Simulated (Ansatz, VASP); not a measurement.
# One calculation of RbBr, two programs

```xyz
2
Lattice="4.3324 0.0000 0.0000 0.0000 4.3324 0.0000 0.0000 0.0000 4.1261" Properties=species:S:1:pos:R:3 pbc="T T T"
Rb    0.0000    0.0000    0.0000
Br    2.1662    2.1662    2.0630
```

Change from the starting cell: strain +0.050 along x and y, +0.000 along z, atoms carried along.

Alike in both runs: task single point; functional PBEsol; k mesh 6 × 6 × 6; occupations gaussian, width 0.05 eV; no spin polarisation.

```csv
,VASP,Ansatz
version,VASP 6.6.1,Ansatz 0.2.0
potentials or method,"VASP PAW PBE potentials, release 64 (Rb_sv, Br), cutoff 520 eV","scalar-relativistic, plane waves, PAW"
valence electrons in the cell,16,16
```

```tsv
	VASP	Ansatz	Ansatz less VASP
gap on the k mesh at the Fermi level (eV)	3.47	3.47	0.000
least direct gap on the mesh (eV)	3.60	3.60	0.000
pressure (GPa)	-1.6	-1.6	-0.03
traceless stress, the component that is largest in VASP (GPa)	0.86	0.86	0.000
```

VASP's potentials were made for PBE, not for PBEsol.
